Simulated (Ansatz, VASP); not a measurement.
BeS in VASP and in Ansatz

```
Be S
1.0
     0.00000    2.50734    2.50734
     2.50734    0.00000    2.50734
     2.50734    2.50734    0.00000
Be S
1 1
Direct
  0.00000 0.00000 0.00000
  0.25000 0.25000 0.25000
```

Change from the starting cell: hydrostatic strain +3.0%.

Alike in both runs: task single point; functional r2SCAN; k mesh 10 × 10 × 10; no spin polarisation.

```csv
,VASP,Ansatz
version,VASP 6.6.1,Ansatz 0.2.0
potentials or method,"VASP PAW PBE potentials, release 64 (Be, S)","plane waves, PAW"
plane-wave cutoff (eV),520,500
occupations,"gaussian, width 0.01 eV",fixed
valence electrons in the cell,8,8
```

Ansatz gave:

| Property | Result |
| --- | --- |
| gap on the k mesh at the Fermi level (eV) | 3.76 |
| pressure (GPa) | -7.3 |

Problem. What did VASP give for the same quantities?

Solution. gap on the k mesh at the Fermi level (eV): 3.77; pressure (GPa): -7.2.

VASP's potentials were made for PBE, not for r2SCAN.
